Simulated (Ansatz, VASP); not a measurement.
**NiO: VASP and Ansatz over several settings**

```
Ni O
1.0
     0.00000    2.12681    2.12681
     2.12681    0.00000    2.12681
     2.12681    2.12681    0.00000
Ni O
1 1
Direct
  0.00000 0.00000 0.00000
  0.50000 0.50000 0.50000
```

Single points on this cell with VASP 6.6.1 and Ansatz 0.2.0. Each row is one pair of runs. Alike in all rows: spin: collinear, typed start; k mesh: 11 × 11 × 11; smearing: fermi-dirac, width 0.05 eV.

```csv
level,"VASP's potentials, cutoff","Ansatz's potentials, cutoff","gap on the k mesh at the Fermi level (eV), VASP","gap on the k mesh at the Fermi level (eV), Ansatz","pressure (GPa), VASP","pressure (GPa), Ansatz","net moment per atom (μB), VASP","net moment per atom (μB), Ansatz"
r2SCAN+D4,"VASP PAW PBE potentials, release 64 (Ni, O), 520 eV","Ansatz PAW, 500 eV",0.92,1.00,-10.5,-10.5,1.00,1.00
"b88 exchange, pbe correlation","VASP PAW PBE potentials, release 64 (Ni, O), 600 eV","Ansatz PAW, 420 eV",none,none,-5.2,-4.5,0.92,0.93
PBEsol+D3(BJ),"VASP PAW PBE potentials, release 64 (Ni, O), 520 eV","Ansatz PAW, 420 eV",none,none,-18.9,-18.5,0.80,0.83
```

Gap on the k mesh at the fermi level (eV): the two programs differ by at most 0.086; pressure (GPa): the two programs differ by at most 0.68; net moment per atom (μB): the two programs differ by at most 0.034.

VASP's potentials hold 16 valence electrons a cell and Ansatz's 24, so a difference there can come from the potentials and not from the codes.

A gap of «none» marks a metal or a gap that the smearing closes.

In some rows the two programs ended in different magnetic states.

Noted on Ansatz's runs: the magnetic or orbital state may not be the lowest; odd divisions of the mesh miss points on the zone boundary, where band edges often lie, so the gap on the mesh can be too wide.

A gap of «none» marks a metal or a gap under the smearing width.
